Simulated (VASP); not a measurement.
Write the native input for VASP 6.6.1 that does the following.

```yaml
Task: single point
Functional: PBE
Potentials_or_basis: VASP PAW PBE potentials, release 64 (B, N)
Cutoff: 600 eV
k_mesh: 10 × 10 × 10
Occupations: gaussian, width 0.01 eV
Spin: no spin polarisation
Dipole_correction: no
Further_INCAR_settings: ALGO = Normal; EDIFF = 1e-06; NBANDS = 11
```

The structure of BN (zinc blende) lies in POSCAR:

```
BN
1.0
    0.0000000000      1.7189707353      1.7189707353
    1.7189707353      0.0000000000      1.7189707353
    1.7189707353      1.7189707353      0.0000000000
B N
1 1
Direct
    0.0000000000      0.0000000000      0.0000000000
    0.2500000000      0.2500000000      0.2500000000
```

This cell differs from its parent crystal: volume scaled by 0.86.

These files were run (other wordings do the same):

INCAR

```
PREC = Accurate
ENCUT = 600
EDIFF = 1E-6
ISMEAR = 0
SIGMA = 0.01
LREAL = F
LASPH = T
NELM = 120
ALGO = Normal
ISIF = 2
LWAVE = F
LCHARG = F
GGA = PE
NBANDS = 11
GGA_COMPAT = F
```

KPOINTS

```
regular mesh
0
Gamma
  10 10 10
```

Potentials or basis: VASP PAW PBE potentials, release 64 (B, N).

Launch:

```bash
$ cat potpaw_PBE.64/B/POTCAR potpaw_PBE.64/N/POTCAR > POTCAR
$ mpirun -np 1 vasp_std > vasp.out
```

It gave:

The pressure is 79.2 GPa. The band gap on the k mesh is 4.60 eV, indirect (least direct gap 9.54 eV).

It took 4.6 s on 1 thread of Intel(R) Xeon(R) Platinum 8488C (Sapphire Rapids), on a shared host, peak memory 0.12 GiB.
